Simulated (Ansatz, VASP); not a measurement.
Two plane-wave programs on Pb

```
CELL_PARAMETERS angstrom
0.00000 2.42450 2.42450
2.42450 0.00000 2.42450
2.42450 2.42450 0.00000
ATOMIC_POSITIONS crystal
Pb 0.00000 0.00000 0.00000
```

Alike in both runs: task single point; functional SVWN5; k mesh 9 × 9 × 9; occupations fermi-dirac, width 0.05 eV; no spin polarisation.

|  | VASP | Ansatz |
| --- | --- | --- |
| version | VASP 6.6.1 | Ansatz 0.2.0 |
| potentials or method | VASP PAW PBE potentials, release 64 (Pb_d) | Ansatz PAW |
| plane-wave cutoff (eV) | 520 | 420 |
| valence electrons in the cell | 14 | 14 |

Ansatz gave:

- gap on the k mesh at the Fermi level (eV): none
- pressure (GPa): 0.9

Q: Estimate VASP's values.

A: gap on the k mesh at the Fermi level (eV): none; pressure (GPa): 0.8.

VASP's potentials were made for PBE, not for SVWN5. A gap of «none» marks a metal or a gap that the smearing closes.

Neither program's run includes spin-orbit coupling.
